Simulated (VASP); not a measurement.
Input of a VASP 6.6.1 run:

File INCAR:

```
  PREC = Accurate
  ENCUT = 520
  EDIFF = 1E-8
  ISMEAR = -1
  SIGMA = 0.01
  LREAL = F
  LASPH = T
  NELM = 80
  ALGO = Normal
  ISIF = 2
  LWAVE = F
  LCHARG = F
  GGA = PE
  LEFG = T
  NBANDS = 17
```

Contents of KPOINTS:

```
regular mesh
0
Gamma
  7 7 7
```

The input POSCAR:

```
SnSe
1.0
    0.0000000000      3.0100000000      3.0100000000
    3.0100000000      0.0000000000      3.0100000000
    3.0100000000      3.0100000000      0.0000000000
Sn Se
1 1
Direct
    0.0000000000      0.0000000000      0.0000000000
    0.5000000000      0.5000000000      0.5000000000
```

Potentials or basis: VASP PAW PBE potentials, release 64 (Sn_d, Se).

Run with:

```bash
$ cat potpaw_PBE.64/Sn_d/POTCAR potpaw_PBE.64/Se/POTCAR > POTCAR
$ mpirun -np 1 vasp_std > vasp.out
```

(1) Predict the pressure.

## Answers

(1) 1.0 GPa.

Caveat: without QUAD_EFG the Cq values of the log hold for a quadrupole moment of 1 mb, not for the nuclei.
